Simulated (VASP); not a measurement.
Crystal: InGa3P4.

```
Ga P In
1.0
    -2.66173    2.66173    5.32346
     2.66173   -2.66173    5.32346
     2.66173    2.66173   -5.32346
Ga P In
3 4 1
Direct
  0.75000 0.25000 0.50000
  0.50000 0.50000 0.00000
  0.25000 0.75000 0.50000
  0.12500 0.62500 0.00000
  0.87500 0.87500 0.50000
  0.62500 0.12500 0.00000
  0.37500 0.37500 0.50000
  0.00000 0.00000 0.00000
```

```yaml
Program: VASP 6.6.1
Task: relaxation of cell and atoms
Functional: PBE
Potentials_or_basis: VASP PAW PBE potentials, release 64 (Ga_d, P, In_d)
Cutoff: 600 eV
k_mesh: 6 × 6 × 6
Occupations: fermi-dirac, width 0.02 eV
Spin: no spin polarisation
```

At the start: pressure 17.9 GPa; volume 18.86 Å³/atom.

Where does the relaxation end?

Over 12 steps the energy falls by 212.2 meV/atom and the volume is 22.15 Å³/atom (+17.4 %); space group I-42m (No. 121, to 0.1 Å) before and after.

Step by step:
```tsv
step	energy change (eV)	largest force (eV/Å)	pressure (GPa)	volume (Å³)
1	0.0000	2.3038	17.91	150.86
2	-1.1008	0.1461	-6.86	201.73
3	-1.6470	0.4881	-0.87	179.76
4	-1.6471	0.5100	-0.58	179.15
5	-1.6856	0.2579	-0.06	177.49
6	-1.6954	0.0480	0.49	175.97
7	-1.6955	0.0617	0.45	176.11
8	-1.6974	0.0250	-0.15	177.60
9	-1.6976	0.0233	-0.03	177.25
10	-1.6976	0.0236	-0.01	177.22
11	-1.6977	0.0084	0.00	177.20
12	-1.6977	0.0007	0.02	177.18
```

Final structure:
```
Ga P In
1.0
    -2.80990    2.80990    5.61023
     2.80990   -2.80990    5.61023
     2.80990    2.80990   -5.61023
Ga P In
3 4 1
Direct
  0.75000 0.25000 0.50000
  0.50000 0.50000 0.00000
  0.25000 0.75000 0.50000
  0.13293 0.60690 0.00000
  0.86707 0.86707 0.47396
  0.60690 0.13293 0.00000
  0.39310 0.39310 0.52604
  0.00000 0.00000 0.00000
```

Caveat: the volume moved by over 15 % at a fixed basis, so the end points are rough.
